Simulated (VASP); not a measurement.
# WS2 (Cm) in VASP: notebook

WS2 is run at these levels: r2SCAN; tasks: single point.

All numbers are computed with VASP 6.6.1; they aren't measurements. Logs are shortened: lines on timing, memory, paths and dates and some standing lists are left out, and cuts for length are marked.

## 1. The cell of the first run

Symmetry: Cm, No. 8, monoclinic system. Conventional cell: a = 5.470 Å, b = 3.158 Å, c = 6.427 Å, α = 90.00°, β = 106.48°, γ = 90.00°. W (site symmetry m) has 6 S at 2.29 to 2.49 Å within 3.0 Å. Within 3.0 Å of S (site symmetry m) lie 3 W at 2.29 to 2.38 Å. S (site symmetry m) has 3 W at 2.40 to 2.49 Å and 7 S at 3.13 to 3.16 Å within 3.2 Å.

## 2. Single point, r2SCAN

File POSCAR:

```
WS2
1.0
    1.5790003843      0.9116362969      6.1633300000
   -1.5790003843      0.9116362969      6.1633300000
    0.0000000000     -1.8232725938      6.1633300000
W S
1 2
Direct
   -0.0104444880     -0.0104444880      0.0313836577
    0.7503000000      0.7503000000      0.7503000000
    0.5810000000      0.5810000000      0.5810000000
```

File INCAR.step1:

```
SYSTEM = WS2
ALGO = Normal ; EDIFF = 1E-4
ENCUT = 520 ; GGA = PE
ISMEAR = 0 ; LASPH = .True.
LCHARG = .False. ; LREAL = .False.
LWAVE = .True. ; NBANDS = 20
NELM = 60 ; PREC = Accurate
SIGMA = 0.05
```

File INCAR.step2:

```
SYSTEM = WS2
ALGO = Normal ; EDIFF = 1E-6
ENCUT = 520 ; ISIF = 2
ISMEAR = 0 ; ISTART = 1
LASPH = .True. ; LCHARG = .False.
LMIXTAU = .True. ; LREAL = .False.
LWAVE = .False. ; METAGGA = R2SCAN
NBANDS = 20 ; NELM = 60
PREC = Accurate ; SIGMA = 0.05
```

File KPOINTS:

```
k-points
0
Gamma
  12 12 12
  0 0 0
```

Potentials or basis: VASP PAW PBE potentials, release 64 (W_sv, S).

Command:

```
$ cat potpaw_PBE.64/W_sv/POTCAR potpaw_PBE.64/S/POTCAR > POTCAR
$ cp INCAR.step1 INCAR
$ mpirun -np 1 vasp_std > vasp.out
$ cp INCAR.step2 INCAR
$ mpirun -np 1 vasp_std > vasp.out
```

OUTCAR:

```text
SYSTEM = WS2
   EDIFF = 1E-6
   ENCUT = 520
   ISIF = 2
   ISMEAR = 0
   ISTART = 1
   LASPH = .True.
   LREAL = .False.
   METAGGA = R2SCAN
   NELM = 60
   PREC = Accurate

 ion  position               nearest neighbor table
   1  0.990  0.990  0.031-   2 2.29   2 2.38   2 2.38   3 2.40   3 2.49   3 2.49
   2  0.750  0.750  0.750-   1 2.29   1 2.38   1 2.38
   3  0.581  0.581  0.581-   1 2.40   1 2.49   1 2.49

  LATTYP: Found a trigonal (rhomboedric) cell.
 ALAT       =     6.4273602389
 COS(alpha) =     0.8792939096

  Lattice vectors:

 A1 = (   1.5790003843,   0.9116362969,   6.1633300000)
 A2 = (  -1.5790003843,   0.9116362969,   6.1633300000)
 A3 = (   0.0000000000,  -1.8232725938,   6.1633300000)

Analysis of symmetry for initial positions (statically):
=====================================================================
 Subroutine PRICEL returns:
 Original cell was already a primitive cell.

 Routine SETGRP: Setting up the symmetry group for a
 trigonal (rhombohedral) supercell.

 Subroutine GETGRP returns: Found  2 space group operations
 (whereof  2 operations were pure point group operations)
 out of a pool of 12 trial point group operations.

The static configuration has the point symmetry C_1h.

Analysis of symmetry for dynamics (positions and initial velocities):
=====================================================================
 Subroutine PRICEL returns:
 Original cell was already a primitive cell.

 Routine SETGRP: Setting up the symmetry group for a
 trigonal (rhombohedral) supercell.

 Subroutine GETGRP returns: Found  2 space group operations
 (whereof  2 operations were pure point group operations)
 out of a pool of 12 trial point group operations.

The dynamic configuration has the point symmetry C_1h.

 Subroutine INISYM returns: Found  2 space group operations
 (whereof  2 operations are pure point group operations),
 and found     1 'primitive' translations

----------------------------------------------------------------------------------------

                                     Primitive cell

  volume of cell :      53.2317

  direct lattice vectors                    reciprocal lattice vectors
     1.579000384  0.911636297  6.163330000     0.316656034  0.182821447  0.054083318
    -1.579000384  0.911636297  6.163330000    -0.316656034  0.182821447  0.054083318
     0.000000000 -1.823272594  6.163330000     0.000000000 -0.365642893  0.054083318

  length of vectors
     6.427360239  6.427360239  6.427360239     0.369621064  0.369621064  0.369621064

  position of ions in fractional coordinates (direct lattice)
     0.989555512  0.989555512  0.031383658
     0.750300000  0.750300000  0.750300000
     0.581000000  0.581000000  0.581000000

  ion indices of the primitive-cell ions
   primitive index   ion index
                 1           1
                 2           2
                 3           3

----------------------------------------------------------------------------------------

 KPOINTS: k-points

Automatic generation of k-mesh.
 Grid dimensions read from file:
 generate k-points for:   12   12   12

 Generating k-lattice:

  Cartesian coordinates                     Fractional coordinates (reciprocal lattice)
     0.026388003  0.015235121  0.004506943     0.083333333  0.000000000  0.000000000
    -0.026388003  0.015235121  0.004506943     0.000000000  0.083333333  0.000000000
     0.000000000 -0.030470241  0.004506943     0.000000000  0.000000000  0.083333333

  Length of vectors
     0.030801755  0.030801755  0.030801755

  Shift w.r.t. Gamma in fractional coordinates (k-lattice)
     0.000000000  0.000000000  0.000000000

 Subroutine IBZKPT returns following result:
 ===========================================

 Found    476 irreducible k-points:

 Following reciprocal coordinates:
            Coordinates               Weight
  0.000000  0.000000  0.000000      1.000000
  0.083333  0.000000  0.000000      4.000000
  0.000000  0.000000  0.083333      2.000000
  0.166667  0.000000  0.000000      4.000000
 -0.000000 -0.000000  0.166667      2.000000
  0.250000  0.000000  0.000000      4.000000
[... 16 lines left out ...]
 -0.333333 -0.000000 -0.083333      4.000000
  0.083333  0.000000  0.333333      4.000000
 [... further k-points ...]
   k-points           NKPTS =    476   k-points in BZ     NKDIM =    476   number of bands    NBANDS=     20
   number of dos      NEDOS =    301   number of ions     NIONS =      3
   total plane-waves  NPLWV = 110592
   dimension x,y,z NGX =    48 NGY =   48 NGZ =   48
   dimension x,y,z NGXF=    96 NGYF=   96 NGZF=   96
   ions per type =               1   2
   NGX,Y,Z   is equivalent  to a cutoff of  12.42, 12.42, 12.42 a.u.
   NGXF,Y,Z  is equivalent  to a cutoff of  24.83, 24.83, 24.83 a.u.
 SYSTEM =  WS2
   PREC   = accura    normal or accurate (medium, high low for compatibility)
   ISTART =      1    job   : 0-new  1-cont  2-samecut
   ICHARG =      0    charge: 1-file 2-atom 10-const
   ISPIN  =      1    spin polarized calculation?
   LNONCOLLINEAR =      F non collinear calculations
   LSORBIT =      F    spin-orbit coupling
   LASPH  =      T    aspherical Exc in radial PAW
   ENCUT  =  520.0 eV  38.22 Ry    6.18 a.u.  11.95 11.95 11.95*2*pi/ulx,y,z
   NELM   =     60;   NELMIN=  2; NELMDL=  0     # of ELM steps
   EDIFF  = 0.1E-05   stopping-criterion for ELM
   LREAL  =      F    real-space projection
   EDIFFG = 0.1E-04   stopping-criterion for IOM
   NSW    =      0    number of steps for IOM
   IBRION =     -1    ionic relax: 0-MD 1-quasi-New 2-CG
   NFREE  =      0    steps in history (QN), initial steepest desc. (CG)
   ISIF   =      2    stress and relaxation
   ISYM   =      2    0-nonsym 1-usesym 2-fastsym
   POTIM  = 0.5000    time-step for ionic-motion
   TEBEG  =    0.0;   TEEND  =   0.0 temperature during run
   PSTRESS=    0.0 pullay stress
   NELECT =      26.0000    total number of electrons
   NUPDOWN=      -1.0000    fix difference up-down
   EMIN   =  10.00;   EMAX   =-10.00  energy-range for DOS
   EFERMI =   0.00;   METHOD = LEGACY
   ISMEAR =     0;   SIGMA  =   0.05  broadening in eV -4-tet -1-fermi 0-gaus
   EFERMI_NEDOS =   21; number of points for ismear=-14 and -15
   IALGO  =     38    algorithm
   IMIX   =      4    mixing-type and parameters
     AMIX     =   0.40;   BMIX     =  1.00
     AMIX_MAG =   1.60;   BMIX_MAG =  1.00
  volume/ion in A,a.u.               =      17.74       119.74
  Fermi-wavevector in a.u.,A,eV,Ry     =   1.289266  2.436359 22.615688  1.662206
  Thomas-Fermi vector in A             =   2.421169
   LORBIT       =      0    0 simple, 1 ext, 2 COOP (PROOUT), +10 PAW based schemes
   METAGGA = R2SCAN    functional components
   LHFCALC =     F    Hartree Fock is set to
   AEXX    =    0.0000 exact exchange contribution
   IVDW    =     0    specifies the selected vdW correction
   LEPSILON=     F    determine dielectric tensor
   LRPA    =     F    only Hartree local field effects (RPA)
 non-spin polarized calculation
 Gauss-broadening in eV      SIGMA  =   0.05
  energy-cutoff  :      520.00
  volume of cell :       53.23
 maximum number of plane-waves:      1450
   NGX = 23   NGY = 23   NGZ = 23

 number of electron      26.0000001 magnetization

 Free energy of the ion-electron system (eV)
  ---------------------------------------------------
  ext. energy  EPLUGINS =         0.00000000
  ---------------------------------------------------
  free energy    TOTEN  =       -69.86926351 eV

  energy without entropy =      -69.86926351  energy(sigma->0) =      -69.86926351

 E-fermi :   7.7105     XC(G=0): -11.6630

 val. band max:        7.4232241623   @ k =   0.5000   0.5000   0.5000
 cond. band min:       8.3466183439   @ k =  -0.1667   0.1667   0.0000
 fundamental gap:      0.9233941817
 Fermi energy:         7.7104579716

 k-point     1 :       0.0000    0.0000    0.0000
  band No.  band energies     occupation
      1     -69.2489      2.00000
      2     -32.8697      2.00000
      3     -32.6907      2.00000
      4     -32.6730      2.00000
      5      -9.0525      2.00000
      6      -6.9573      2.00000
[... 12 lines left out ...]
     19      15.8970      0.00000
     20      16.3854      0.00000

 k-point     2 :       0.0833    0.0000    0.0000
  band No.  band energies     occupation
      1     -69.2474      2.00000
      2     -32.8649      2.00000
      3     -32.7080      2.00000
      4     -32.6884      2.00000
      5      -8.9305      2.00000
      6      -6.9189      2.00000
[... 12 lines left out ...]
     19      16.2748      0.00000
     20      16.4538      0.00000

 k-point     3 :       0.0000    0.0000    0.0833
  band No.  band energies     occupation
      1     -69.2474      2.00000
      2     -32.8647      2.00000
      3     -32.7177      2.00000
      4     -32.6792      2.00000
      5      -8.9262      2.00000
      6      -6.9256      2.00000
[... 12 lines left out ...]
     19      16.3756      0.00000
     20      16.5587      0.00000

 k-point     4 :       0.1667    0.0000    0.0000
  band No.  band energies     occupation
      1     -69.2435      2.00000
      2     -32.8520      2.00000
      3     -32.7766      2.00000
      4     -32.7080      2.00000
      5      -8.5833      2.00000
      6      -6.8084      2.00000
[... 12 lines left out ...]
     19      16.2756      0.00000
     20      16.9597      0.00000

 k-point     5 :      -0.0000   -0.0000    0.1667
  band No.  band energies     occupation
      1     -69.2435      2.00000
      2     -32.8516      2.00000
      3     -32.7904      2.00000
      4     -32.6962      2.00000
      5      -8.5662      2.00000
      6      -6.8348      2.00000
[... 12 lines left out ...]
     19      16.4963      0.00000
     20      17.1280      0.00000

 k-point     6 :       0.2500    0.0000    0.0000
  band No.  band energies     occupation
      1     -69.2382      2.00000
      2     -32.8748      2.00000
      3     -32.8322      2.00000
      4     -32.7311      2.00000
      5      -8.0687      2.00000
      6      -6.6414      2.00000
[... 12 lines left out ...]
     19      16.1582      0.00000
     20      16.5507      0.00000

 k-point     7 :       0.0000    0.0000    0.2500
  band No.  band energies     occupation
      1     -69.2381      2.00000
      2     -32.8916      2.00000
      3     -32.8304      2.00000
      4     -32.7192      2.00000
      5      -8.0306      2.00000
      6      -6.6980      2.00000
[... 12 lines left out ...]
     19      16.1062      0.00000
     20      16.5758      0.00000
[... 277 lines left out ...]
 k-point    20 :      -0.2500   -0.0000   -0.0833
  band No.  band energies     occupation
      1     -69.2402      2.00000
      2     -32.8427      2.00000
      3     -32.8258      2.00000
      4     -32.7323      2.00000
      5      -8.2578      2.00000
      6      -6.7143      2.00000
[... 12 lines left out ...]
     19      16.3896      0.00000
     20      16.9717      0.00000

 k-point    21 :       0.0833    0.0000    0.2500
  band No.  band energies     occupation
      1     -69.2401      2.00000
      2     -32.8529      2.00000
      3     -32.8339      2.00000
      4     -32.7166      2.00000
      5      -8.2274      2.00000
      6      -6.7621      2.00000
[... 12 lines left out ...]
     19      16.4774      0.00000
     20      17.0867      0.00000

 k-point    22 :       0.3333    0.0833   -0.0000
  band No.  band energies     occupation
      1     -69.2348      2.00000
      2     -32.9310      2.00000
      3     -32.8208      2.00000
      4     -32.7510      2.00000
      5      -7.6892      2.00000
      6      -6.5581      2.00000
[... 12 lines left out ...]
     19      15.8874      0.00000
     20      16.1857      0.00000

 k-point    23 :      -0.3333   -0.0000   -0.0833
  band No.  band energies     occupation
      1     -69.2348      2.00000
      2     -32.9216      2.00000
      3     -32.8221      2.00000
      4     -32.7578      2.00000
      5      -7.7059      2.00000
      6      -6.5281      2.00000
[... 12 lines left out ...]
     19      15.9362      0.00000
     20      16.2241      0.00000

 k-point    24 :       0.0833    0.0000    0.3333
  band No.  band energies     occupation
      1     -69.2347      2.00000
      2     -32.9433      2.00000
      3     -32.8192      2.00000
      4     -32.7429      2.00000
      5      -7.6529      2.00000
      6      -6.6076      2.00000
[... 12 lines left out ...]
     19      15.9187      0.00000
     20      16.1437      0.00000

 [... further k-points ...]

------------------------ aborting loop because EDIFF is reached ----------------------------------------

  FORCE on cell =-STRESS in cart. coord.  units (eV):
  Direction    XX          YY          ZZ          XY          YZ          ZX
  --------------------------------------------------------------------------------------
  -------------------------------------------------------------------------------------
  Total        0.8540168      1.9713865      1.0432386      0.0000000     -0.3857756      0.0000000
  in kB       25.7043426     59.3351226     31.3995714      0.0000000    -11.6111389      0.0000000
  external PRESSURE =      38.8130122 kB  Pullay stress =       0.0000000 kB

 VOLUME and BASIS-vectors are now :
 -----------------------------------------------------------------------------
  energy-cutoff  :      520.00
  volume of cell :       53.23
      direct lattice vectors                 reciprocal lattice vectors
     1.579000384  0.911636297  6.163330000     0.316656034  0.182821447  0.054083318
    -1.579000384  0.911636297  6.163330000    -0.316656034  0.182821447  0.054083318
     0.000000000 -1.823272594  6.163330000     0.000000000 -0.365642893  0.054083318

 POSITION                                       TOTAL-FORCE (eV/Angst)
 -----------------------------------------------------------------------------------
      0.00000      1.74701     12.39134         0.000000      1.750100     -2.818683
      0.00000      0.00000     13.87304         0.000000     -1.048569      1.586434
      0.00000      0.00000     10.74268         0.000000     -0.701531      1.232249
 -----------------------------------------------------------------------------------
    total drift:                                0.000000      0.000015      0.000062

  FREE ENERGIE OF THE ION-ELECTRON SYSTEM (eV)
  ---------------------------------------------------
  free  energy   TOTEN  =       -69.8692635089 eV

  energy  without entropy=      -69.8692635089  energy(sigma->0) =      -69.86926351
```

Run time: 31 min. Hardware: 1 thread of Intel Xeon 6975P-C (Granite Rapids), shared host; peak memory 0.7 GiB.

What came out:

* Free energy: -69.8693 eV
* Pressure: 3.9 GPa
* Largest force: 3.318 eV/Å
* Band gap on the k mesh: 0.92 eV (least direct gap 1.90 eV)

Forces on the atoms (eV/Å):
```
W    0.000  1.750 -2.819
S    0.000 -1.049  1.586
S    0.000 -0.702  1.232
```

Caveat: the cell differs from its parent crystal (all W atoms moved +0.100 Å, as atom 1 towards its neighbour atom 2 (S) at 2.391 Å); the cell stands under pressure; the PAW data sets were made with another functional, which shifts forces and pressure a little; spin-orbit coupling is left out, which moves the levels of the heavy elements. A k mesh can miss the band edges.

## 3. Single point, r2SCAN

POSCAR: that of step 2 with these lines changed.

```diff
@@ -8,3 +8,3 @@
 Direct
-   -0.0104444880     -0.0104444880      0.0313836577
+    0.0052222440      0.0052222440     -0.0156918288
     0.7503000000      0.7503000000      0.7503000000
```

File INCAR.step1:

```
PREC = Accurate
ENCUT = 520
ISMEAR = 0
SIGMA = 0.05
LREAL = F
LASPH = T
NELM = 60
NBANDS = 20
GGA = PE
ALGO = Normal
EDIFF = 1E-4
LWAVE = T
LCHARG = F
```

File INCAR.step2:

```
PREC = Accurate
ENCUT = 520
EDIFF = 1E-6
ISMEAR = 0
SIGMA = 0.05
LREAL = F
LASPH = T
NELM = 60
ALGO = Normal
ISIF = 2
LWAVE = F
LCHARG = F
METAGGA = R2SCAN
LMIXTAU = T
NBANDS = 20
ISTART = 1
```

File KPOINTS:

```
regular mesh
0
Gamma
  12 12 12
```

Potentials or basis: VASP PAW PBE potentials, release 64 (W_sv, S).

Command:

```
$ cat potpaw_PBE.64/W_sv/POTCAR potpaw_PBE.64/S/POTCAR > POTCAR
$ cp INCAR.step1 INCAR
$ mpirun -np 1 vasp_std > vasp.out
$ cp INCAR.step2 INCAR
$ mpirun -np 1 vasp_std > vasp.out
```

It took 67 min on 1 thread of Intel Xeon Platinum 8259CL at 2.50GHz (Skylake/Cascade Lake), shared host; peak memory 0.7 GiB.

The run converged. Its results:

```
Free energy            : -70.0327 eV
Pressure               : 2.9 GPa
Largest force          : 0.968 eV/Å
Band gap on the k mesh : 1.12 eV (least direct gap 2.02 eV)
```

Forces on the atoms (eV/Å):
```
W    0.000 -0.845  0.474
S    0.000  0.410 -0.254
S    0.000  0.434 -0.220
```

Stress tensor (GPa, compression positive):
```
 4.03  0.00  0.00
 0.00  2.43 -0.09
 0.00 -0.09  2.15
```

Levels at points of the mesh, in eV from the valence-band top:
| k point | band 10 | band 11 | band 12 | band 13 | band 14 | band 15 | band 16 | band 17 |
| --- | --- | --- | --- | --- | --- | --- | --- | --- |
| (0.00, 0.00, 0.00) | -2.63 | -2.25 | -1.68 | -1.26 | 2.16 | 2.53 | 2.59 | 2.71 |
| (0.50, 0.00, 0.00) | -4.34 | -2.80 | -2.06 | -1.74 | 2.42 | 2.74 | 3.82 | 4.19 |
| (0.00, 0.00, 0.50) | -4.46 | -2.68 | -2.00 | -1.72 | 2.47 | 2.70 | 3.84 | 4.10 |
| (0.50, 0.50, 0.00) | -4.37 | -3.29 | -2.20 | -1.56 | 2.42 | 2.90 | 3.35 | 4.63 |
| (0.50, 0.00, 0.50) | -4.25 | -3.39 | -2.20 | -1.65 | 2.38 | 2.92 | 3.49 | 4.58 |
| (0.50, 0.50, 0.50) | -3.70 | -2.59 | -2.21 | 0.00 | 2.24 | 2.36 | 2.58 | 2.72 |

Caveat: the cell differs from its parent crystal (all W atoms moved -0.050 Å, as atom 1 towards its neighbour atom 2 (S) at 2.391 Å); the PAW data sets were made with another functional, which shifts forces and pressure a little; spin-orbit coupling is left out, which moves the levels of the heavy elements. A k mesh can miss the band edges.
